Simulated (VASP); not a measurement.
The system is V.

```
V
1.0
    -1.51300    1.51300    1.51300
     1.51300   -1.51300    1.51300
     1.51300    1.51300   -1.51300
V
1
Direct
  0.00000 0.00000 0.00000
```

* Program: VASP 6.6.1
* Task: relaxation of cell and atoms
* Functional: PBE
* Potentials or basis: VASP PAW PBE potentials, release 64 (V_sv)
* Cutoff: 600 eV
* k mesh: 20 × 20 × 20
* Occupations: gaussian, width 0.1 eV
* Spin: no spin polarisation

At the start: pressure -4.9 GPa; volume 13.85 Å³/atom.

Task: Where does the relaxation end?

Result: Over 6 steps the energy falls by 5.9 meV/atom and the volume is 13.47 Å³/atom (-2.8 %); space group Im-3m (No. 229, to 0.05 Å).

The path:
| step | energy change (eV) | largest force (eV/Å) | pressure (GPa) | volume (Å³) |
| --- | --- | --- | --- | --- |
| 1 | 0.0000 | 0.0000 | -4.86 | 13.85 |
| 2 | 0.0028 | 0.0000 | 6.51 | 13.03 |
| 3 | -0.0059 | 0.0000 | -0.06 | 13.47 |
| 4 | -0.0059 | 0.0000 | 0.10 | 13.47 |
| 5 | -0.0059 | 0.0000 | -0.13 | 13.48 |
| 6 | -0.0059 | 0.0000 | 0.03 | 13.47 |

Final structure:
```cif
data_structure
_symmetry_space_group_name_H-M 'P 1'
_symmetry_Int_Tables_number 1
_cell_length_a 2.5962
_cell_length_b 2.5962
_cell_length_c 2.5962
_cell_angle_alpha 109.471
_cell_angle_beta 109.471
_cell_angle_gamma 109.471
_cell_volume 13.47
loop_
_atom_site_label
_atom_site_type_symbol
_atom_site_fract_x
_atom_site_fract_y
_atom_site_fract_z
_atom_site_occupancy
V1 V 0.00000 0.00000 0.00000 1
```
